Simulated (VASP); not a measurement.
Here is a VASP 6.6.1 calculation.

File INCAR:

```
PREC = Accurate ; ENCUT = 520
EDIFF = 1E-7 ; ISMEAR = -1
SIGMA = 0.08 ; LREAL = F
LASPH = T ; NELM = 60
ALGO = Normal ; ISIF = 2
LWAVE = F ; LCHARG = F
GGA = PE ; NBANDS = 14
```

KPOINTS

```
regular mesh
0
Gamma
  13 13 7
```

The input POSCAR:

```
Na
1.0
    3.4425062196      0.0000000000      0.0000000000
   -1.7212531098      2.9812978388      0.0000000000
    0.0000000000      0.0000000000      5.6836572686
Na
2
Direct
    0.3333333333      0.6666666667      0.2500000000
    0.6666666667      0.3333333333      0.7500000000
```

Potentials or basis: VASP PAW PBE potentials, release 64 (Na_pv).

Command:

```console
$ cat potpaw_PBE.64/Na_pv/POTCAR > POTCAR
$ mpirun -np 1 vasp_std > vasp.out
```

(1) What does it give for the pressure?

(2) Estimate the band gap on the k mesh.

Answers

(1) 2.9 GPa.

(2) zero (bands 7 and 8 overlap by 3.92 eV).
